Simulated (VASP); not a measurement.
MgTeSe3:

```xyz
5
Lattice="3.5745 2.0638 2.9311 -3.5745 2.0638 2.9311 0.0000 -4.1275 2.9311" Properties=species:S:1:pos:R:3 pbc="T T T"
Mg    0.0000    0.0000    0.0778
Te    0.0000    0.0000    4.5570
Se    0.0000    2.0616    3.0803
Se    1.7854   -1.0308    3.0803
Se   -1.7854   -1.0308    3.0803
```

```yaml
Program: VASP 6.6.1
Task: relaxation of cell and atoms
Functional: PBE
Potentials_or_basis: VASP PAW PBE potentials, release 64 (Mg, Te, Se)
Cutoff: 600 eV
k_mesh: 3 × 3 × 3
Occupations: gaussian, width 0.1 eV
Spin: no spin polarisation
```

At the start: pressure 8.5 GPa; volume 25.95 Å³/atom.

Q: How do energy, volume and symmetry change on relaxing?

A: Over 41 steps the energy falls by 452.4 meV/atom and the volume is 35.31 Å³/atom (+36.1 %); space group R3m (No. 160, to 0.05 Å).

The path:
```csv
step,energy change (eV),largest force (eV/Å),pressure (GPa),volume (Å³)
1,0.0000,0.1378,8.49,129.73
3,-0.4304,0.1637,0.02,148.01
5,-0.4323,0.1876,-0.10,148.41
7,-0.4625,0.3993,-0.12,148.52
9,-0.7820,1.1084,0.06,148.93
11,0.6351,5.9281,13.20,150.25
13,-1.5764,0.8784,4.16,149.81
15,-1.6241,0.6432,3.07,149.71
17,-1.6251,0.6484,3.12,149.75
19,-1.6277,0.6775,3.25,149.92
21,-1.6339,0.6726,3.19,150.12
23,-1.6609,0.6516,2.90,151.00
25,-1.7530,0.5785,1.84,154.53
27,-1.9173,0.4218,-1.25,169.14
29,-2.0818,0.3140,-0.33,167.75
31,-2.1628,0.6973,1.33,165.74
33,-2.2301,0.3486,-0.10,174.17
35,-2.2368,0.2695,-0.05,173.87
37,-2.2481,0.2257,-0.21,175.42
39,-2.2565,0.1360,0.33,174.43
41,-2.2620,0.0331,-0.02,176.54
```

Final structure:
```
Mg Te Se
1.0
     3.78381    2.18458    3.55955
    -3.78381    2.18458    3.55955
     0.00000   -4.36917    3.55955
Mg Te Se
1 1 3
Direct
  0.86636 0.86636 0.86636
  0.51689 0.51689 0.51689
  0.56846 0.56846 0.05782
  0.56846 0.05782 0.56846
  0.05782 0.56846 0.56846
```

Caveat: the volume moved by over 15 % at a fixed basis, so the end points are rough.
